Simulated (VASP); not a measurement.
# Te2Mo in VASP: notebook

Aim: see how the results for Te2Mo move with the level of theory and the settings. Levels: BLYP, LDA, PBEsol. Tasks: single point.

All numbers are computed with VASP 6.6.1; they aren't measurements. Logs are shortened: lines on timing, memory, paths and dates and some standing lists are left out, and cuts for length are marked.

### 1 The cell of the first run

The cell holds a slab with vacuum, 3 atoms: a = 3.560 Å, b = 3.560 Å, c = 17.524 Å, α = 90.00°, β = 90.00°, γ = 120.00°.

### 2 Single point, BLYP

The input, INCAR:

```
SYSTEM = Te2Mo
  PREC = Accurate
  ENCUT = 500
  EDIFF = 1E-6
  ISMEAR = 1
  SIGMA = 0.05
  LREAL = .False.
  LASPH = .True.
  NELM = 120
  ALGO = Normal
  ISIF = 2
  LWAVE = .False.
  LCHARG = .True.
  GGA = B5
  ALDAX = 1.0
  AGGAX = 1.0
  AGGAC = 1.0
  ALDAC = 0.0
  LELF = .True.
  LVHAR = .True.
  NBANDS = 20
  GGA_COMPAT = .False.
```

The input, KPOINTS:

```
regular mesh
0
Gamma
  9 9 2
  0 0 0
```

The input, POSCAR:

```
Te2Mo
1.0
    3.5602300000      0.0000000000      0.0000000000
   -1.7801150000      3.0832496233      0.0000000000
    0.0000000000      0.0000000000     17.5240600000
Te Mo
2 1
Direct
    0.3333333333      0.6666666667      0.8978600000
    0.3333333333      0.6666666667      0.1021400000
    0.0000000000      0.0000000000      0.0000000000
```

Potentials or basis: VASP PAW PBE potentials, release 64 (Te, Mo_sv).

Started as:

```console
cat potpaw_PBE.64/Te/POTCAR potpaw_PBE.64/Mo_sv/POTCAR > POTCAR
mpirun -np 1 vasp_std > vasp.out
```

OUTCAR:

```text
SYSTEM = Te2Mo
   PREC = Accurate
   ENCUT = 500
   EDIFF = 1E-6
   ISMEAR = 1
   LREAL = .False.
   LASPH = .True.
   NELM = 120
   ISIF = 2
   GGA = B5

 ion  position               nearest neighbor table
   1  0.333  0.667  0.898-   3 2.73   3 2.73   3 2.73   2 3.58
   2  0.333  0.667  0.102-   3 2.73   3 2.73   3 2.73   1 3.58
   3  0.000  0.000  0.000-   1 2.73   2 2.73   1 2.73   2 2.73   1 2.73   2 2.73

  LATTYP: Found a hexagonal cell.
 ALAT       =     3.5602300000
 C/A-ratio  =     4.9221707586

  Lattice vectors:

 A1 = (   3.5602300000,   0.0000000000,   0.0000000000)
 A2 = (  -1.7801150000,   3.0832496233,   0.0000000000)
 A3 = (   0.0000000000,   0.0000000000,  17.5240600000)

Analysis of symmetry for initial positions (statically):
=====================================================================
 Subroutine PRICEL returns:
 Original cell was already a primitive cell.

 Routine SETGRP: Setting up the symmetry group for a
 hexagonal supercell.

 Subroutine GETGRP returns: Found 12 space group operations
 (whereof 12 operations were pure point group operations)
 out of a pool of 24 trial point group operations.

The static configuration has the point symmetry D_3h.

Analysis of symmetry for dynamics (positions and initial velocities):
=====================================================================
 Subroutine PRICEL returns:
 Original cell was already a primitive cell.

 Routine SETGRP: Setting up the symmetry group for a
 hexagonal supercell.

 Subroutine GETGRP returns: Found 12 space group operations
 (whereof 12 operations were pure point group operations)
 out of a pool of 24 trial point group operations.

The dynamic configuration has the point symmetry D_3h.

 Subroutine INISYM returns: Found 12 space group operations
 (whereof 12 operations are pure point group operations),
 and found     1 'primitive' translations

----------------------------------------------------------------------------------------

                                     Primitive cell

  volume of cell :     192.3630

  direct lattice vectors                    reciprocal lattice vectors
     3.560230000  0.000000000  0.000000000     0.280880730  0.162166565  0.000000000
    -1.780115000  3.083249623  0.000000000     0.000000000  0.324333130  0.000000000
     0.000000000  0.000000000 17.524060000     0.000000000  0.000000000  0.057064402

  length of vectors
     3.560230000  3.560230000 17.524060000     0.324333130  0.324333130  0.057064402

  position of ions in fractional coordinates (direct lattice)
[... 80 lines left out ...]
   EDIFF  = 0.1E-05   stopping-criterion for ELM
   LREAL  =      F    real-space projection
   EDIFFG = 0.1E-04   stopping-criterion for IOM
   NSW    =      0    number of steps for IOM
   IBRION =     -1    ionic relax: 0-MD 1-quasi-New 2-CG
   NFREE  =      0    steps in history (QN), initial steepest desc. (CG)
   ISIF   =      2    stress and relaxation
   ISYM   =      2    0-nonsym 1-usesym 2-fastsym
   POTIM  = 0.5000    time-step for ionic-motion
   TEBEG  =    0.0;   TEEND  =   0.0 temperature during run
   PSTRESS=    0.0 pullay stress
   NELECT =      26.0000    total number of electrons
   NUPDOWN=      -1.0000    fix difference up-down
   EMIN   =  10.00;   EMAX   =-10.00  energy-range for DOS
   EFERMI =   0.00;   METHOD = LEGACY
   ISMEAR =     1;   SIGMA  =   0.05  broadening in eV -4-tet -1-fermi 0-gaus
   EFERMI_NEDOS =   21; number of points for ismear=-14 and -15
   IALGO  =     38    algorithm
   IMIX   =      4    mixing-type and parameters
     AMIX     =   0.40;   BMIX     =  1.00
     AMIX_MAG =   1.60;   BMIX_MAG =  1.00
  volume/ion in A,a.u.               =      64.12       432.71
  Fermi-wavevector in a.u.,A,eV,Ry     =   0.840154  1.587660  9.603786  0.705858
  Thomas-Fermi vector in A             =   1.954489
   LORBIT       =      0    0 simple, 1 ext, 2 COOP (PROOUT), +10 PAW based schemes
   GGA     = B5    functional components
   LHFCALC =     F    Hartree Fock is set to
   AEXX    =    0.0000 exact exchange contribution
   IVDW    =     0    specifies the selected vdW correction
   LEPSILON=     F    determine dielectric tensor
   LRPA    =     F    only Hartree local field effects (RPA)
 non-spin polarized calculation
 Methfessel and Paxton  Order N= 1 SIGMA  =   0.05
  energy-cutoff  :      500.00
  volume of cell :      192.36
 maximum number of plane-waves:      4959
 NGX is ok and might be reduce to    28
   NGX = 13   NGY = 13   NGZ = 63

 number of electron      25.9999997 magnetization

 Free energy of the ion-electron system (eV)
  ---------------------------------------------------
  ext. energy  EPLUGINS =         0.00000000
  ---------------------------------------------------
  free energy    TOTEN  =       -15.25901789 eV

  energy without entropy =      -15.25908947  energy(sigma->0) =      -15.25904175

 E-fermi :   0.4578     XC(G=0):  -4.4255

 val. band max:        0.4157001682   @ k =   0.3333   0.3333   0.5000
 cond. band min:       1.4570894808   @ k =   0.3333   0.3333   0.5000
 fundamental gap:      1.0413893127
 Fermi energy:         0.4577917072

 k-point     1 :       0.0000    0.0000    0.0000
  band No.  band energies     occupation
      1     -60.0448      2.00000
      2     -34.3178      2.00000
      3     -34.2235      2.00000
      4     -34.2235      2.00000
      5     -12.0825      2.00000
      6     -11.1244      2.00000
[... 541 lines left out ...]
     19       5.6895      0.00000
     20       7.8066      0.00000

------------------------ aborting loop because EDIFF is reached ----------------------------------------

  FORCE on cell =-STRESS in cart. coord.  units (eV):
  Direction    XX          YY          ZZ          XY          YZ          ZX
  --------------------------------------------------------------------------------------
  -------------------------------------------------------------------------------------
  Total        3.2795531      3.2795531      2.7140399      0.0000000     -0.0000000     -0.0000000
  in kB       27.3151616     27.3151616     22.6050426      0.0000000     -0.0000000     -0.0000000
  external PRESSURE =      25.7451219 kB  Pullay stress =       0.0000000 kB

 VOLUME and BASIS-vectors are now :
 -----------------------------------------------------------------------------
  energy-cutoff  :      500.00
  volume of cell :      192.36
      direct lattice vectors                 reciprocal lattice vectors
     3.560230000  0.000000000  0.000000000     0.280880730  0.162166565  0.000000000
    -1.780115000  3.083249623  0.000000000     0.000000000  0.324333130  0.000000000
     0.000000000  0.000000000 17.524060000     0.000000000  0.000000000  0.057064402

 POSITION                                       TOTAL-FORCE (eV/Angst)
 -----------------------------------------------------------------------------------
     -0.00000      2.05550     15.73415         0.000000     -0.000000     -0.760747
     -0.00000      2.05550      1.78991         0.000000      0.000000      0.760747
      0.00000      0.00000      0.00000        -0.000000     -0.000000      0.000000
 -----------------------------------------------------------------------------------
    total drift:                                0.000000     -0.000000     -0.000000

  FREE ENERGIE OF THE ION-ELECTRON SYSTEM (eV)
  ---------------------------------------------------
  free  energy   TOTEN  =       -15.2590178892 eV

  energy  without entropy=      -15.2590894683  energy(sigma->0) =      -15.25904175
```

OSZICAR:

```text
N       E                     dE             d eps       ncg     rms          rms(c)
DAV:   1     0.127287964495E+03    0.12729E+03   -0.11294E+04  1304   0.101E+03
DAV:   2    -0.756454266471E+01   -0.13485E+03   -0.13134E+03  1316   0.214E+02
DAV:   3    -0.156764708025E+02   -0.81119E+01   -0.80271E+01  1284   0.432E+01
[... 15 lines left out ...]
DAV:  19    -0.152590156953E+02    0.15801E-05   -0.12546E-04   968   0.693E-02    0.112E-03
DAV:  20    -0.152590169521E+02   -0.12568E-05   -0.51135E-06   984   0.152E-02    0.468E-04
DAV:  21    -0.152590200761E+02   -0.31241E-05   -0.15544E-05   880   0.281E-02    0.417E-04
DAV:  22    -0.152590180084E+02    0.20678E-05   -0.42145E-06   860   0.133E-02    0.236E-04
DAV:  23    -0.152590178892E+02    0.11920E-06   -0.19265E-06   856   0.868E-03
   1 F= -.15259018E+02 E0= -.15259042E+02  d E =0.715791E-04
```

stdout:

```text
POSCAR found type information on POSCAR TeMo
 POSCAR found :  2 types and       3 ions
 scaLAPACK will be used
 -----------------------------------------------------------------------------
|                                                                             |
|                                                                             |
|     You enforced a specific xc type in the INCAR file but a different       |
|     I HOPE YOU KNOW WHAT YOU ARE DOING!                                     |
|                                                                             |
 -----------------------------------------------------------------------------

 LDA part: xc-table for (Slater(with rela. corr.)+VWN5), standard interpolation
 POSCAR, INCAR and KPOINTS ok, starting setup
 FFT: planning ... GRIDC
 FFT: planning ... GRID_SOFT
 FFT: planning ... GRID
 WAVECAR not read
 entering main loop
```

Wall time 2.2 min (1 thread of AMD EPYC 9R45 (Zen 5), shared host); peak memory 0.31 GiB.

Results:

| Property | Result |
| --- | --- |
| Free energy | -15.2590 eV |
| Largest force | 0.761 eV/Å |
| Band gap on the k mesh | 1.04 eV |

Forces in eV/Å, atoms in the order of the input:
```
Te   0.000  0.000 -0.761
Te   0.000  0.000  0.761
Mo   0.000  0.000  0.000
```

Caveat: the PAW data sets were made with another functional, which shifts forces and pressure a little; spin-orbit coupling is left out, which moves the levels of the heavy elements.

[end of part 1 of 3]
